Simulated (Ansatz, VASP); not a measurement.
## ZnO in VASP and in Ansatz

INCAR

```
SYSTEM = ZnO
PREC = Accurate ; ENCUT = 520
EDIFF = 1E-7 ; ISMEAR = 0
SIGMA = 0.01 ; LREAL = .FALSE.
LASPH = .TRUE. ; NELM = 80
ALGO = Normal ; ISIF = 2
LWAVE = .FALSE. ; LCHARG = .TRUE.
GGA = PE ; LELF = .TRUE.
LVHAR = .TRUE. ; NBANDS = 26
```

KPOINTS

```
regular mesh
0
G
  9 9 4
  0 0 0
```

POSCAR

```
ZnO
1.0
    3.4095222865      0.0000000000      0.0000000000
   -1.7047611432      2.9527329149      0.0000000000
    0.0000000000      0.0000000000      4.5713709669
Zn O
2 2
Direct
    0.3333333333      0.6666666667      0.2500000000
    0.6666666667      0.3333333333      0.7500000000
    0.6666666667      0.3333333333      0.2500000000
    0.3333333333      0.6666666667      0.7500000000
```

Input for Ansatz:

```yaml
crystal:
  lattice:
    - [3.4095222865, 0.0, 0.0]
    - [-1.7047611432, 2.9527329149, 0.0]
    - [0.0, 0.0, 4.5713709669]
  atoms:
    - { symbol: Zn, position: [0.3333333333, 0.6666666667, 0.25] }
    - { symbol: Zn, position: [0.6666666667, 0.3333333333, 0.75] }
    - { symbol: O, position: [0.6666666667, 0.3333333333, 0.25] }
    - { symbol: O, position: [0.3333333333, 0.6666666667, 0.75] }
kpoints:
  mp_grid: { grid: [9, 9, 4] }
hamiltonian:
  xc: pbe
scf:
  occupations: { method: fixed }
  n_extra_bands: 5
output:
  forces: true
  stress: true
  eigenvalues: true
```

Alike in both runs: task single point; functional PBE; k mesh 9 × 9 × 4; no spin polarisation.

|  | VASP | Ansatz |
| --- | --- | --- |
| version | VASP 6.6.1 | Ansatz 0.2.0 |
| potentials or method | VASP PAW PBE potentials, release 64 (Zn, O) | plane waves, PAW |
| plane-wave cutoff (eV) | 520 | 420 |
| occupations | gaussian, width 0.01 eV | fixed |
| valence electrons in the cell | 36 | 36 |

```tsv
	VASP	Ansatz	Ansatz less VASP
gap on the k mesh at the Fermi level (eV)	1.00	1.02	+0.019
pressure (GPa)	5.5	4.4	-1.09
traceless stress, the component that is largest in VASP (GPa)	-1.52	-0.96	+0.556
```
